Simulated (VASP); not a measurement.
WSe, 2 atoms in the cell. Symmetry: F-43m, No. 216, cubic system. Conventional cell: a = 5.678 Å, b = 5.678 Å, c = 5.678 Å, α = 90.00°, β = 90.00°, γ = 90.00°. W (site symmetry -43m) has 4 Se at 2.46 Å within 3.2 Å. Within 3.2 Å of Se (site symmetry -43m) lie 4 W at 2.46 Å. 

| Quantity | Value |
| --- | --- |
| Program | VASP 6.6.1 |
| Task | single point |
| Functional | PBE |
| Potentials or basis | VASP PAW PBE potentials, release 64 (W_sv, Se) |
| Cutoff | 520 eV |
| k mesh | 12 × 12 × 12 |
| Occupations | gaussian, width 0.1 eV |
| Spin | collinear spin |
| Starting moments | [0.18, 0.0] μB |
| Fixed moment | 0.25 μB |
| Dipole correction | no |
| Further INCAR settings | ALGO = Normal; EDIFF = 1e-06; NBANDS = 21 |

Potentials or basis: VASP PAW PBE potentials, release 64 (W_sv, Se).

Launch:

```console
$ cat potpaw_PBE.64/W_sv/POTCAR potpaw_PBE.64/Se/POTCAR > POTCAR
$ mpirun -np 1 vasp_std > vasp.out
```

Hardware: 1 thread of Intel(R) Xeon(R) Platinum 8259CL CPU @ 2.50GHz (Skylake/Cascade Lake), with other jobs on the host.

Task: Estimate the wall time of this run.

Result: It took 110 s on 1 thread of Intel(R) Xeon(R) Platinum 8259CL CPU @ 2.50GHz (Skylake/Cascade Lake), on a shared host, peak memory 0.26 GiB. Counts: scf iterations 13, k points 72.
